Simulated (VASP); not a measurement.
Here is a VASP 6.6.1 calculation.

The input POSCAR:

```
BaS
1.0
    0.0000000000      3.2612575304      3.2612575304
    3.2612575304      0.0000000000      3.2612575304
    3.2612575304      3.2612575304      0.0000000000
Ba S
1 1
Direct
    0.0000000000      0.0000000000      0.0000000000
    0.5000000000      0.5000000000      0.5000000000
```

File INCAR.step1:

```
PREC = Accurate
ENCUT = 520
ISMEAR = 0
SIGMA = 0.01
LREAL = False
LASPH = True
NELM = 100
NBANDS = 15
GGA = PE
ALGO = Normal
EDIFF = 1E-4
LWAVE = True
LCHARG = False
```

Contents of INCAR.step2:

```
PREC = Accurate
ENCUT = 520
EDIFF = 1E-7
ISMEAR = 0
SIGMA = 0.01
LREAL = False
LASPH = True
NELM = 100
ALGO = Normal
ISIF = 2
LWAVE = False
LCHARG = False
METAGGA = R2SCAN
LMIXTAU = True
NBANDS = 15
ISTART = 1
```

KPOINTS

```
Automatic mesh
0
Gamma
  8 8 8
```

Potentials or basis: VASP PAW PBE potentials, release 64 (Ba_sv, S).

Command:

```bash
$ cat potpaw_PBE.64/Ba_sv/POTCAR potpaw_PBE.64/S/POTCAR > POTCAR
$ cp INCAR.step1 INCAR
$ mpirun -np 1 vasp_std > vasp.out
$ cp INCAR.step2 INCAR
$ mpirun -np 1 vasp_std > vasp.out
```

Problem. What does it give for the band gap on the k mesh?

Solution. 2.56 eV, indirect (least direct gap 2.72 eV).

Problem. Estimate the pressure.

Solution. -1.4 GPa.

Caveat: the cell differs from its parent crystal (strain +1.5%); the PAW data sets were made with another functional, which shifts forces and pressure a little; spin-orbit coupling is left out, which moves the levels of the heavy elements. A k mesh can miss the band edges.
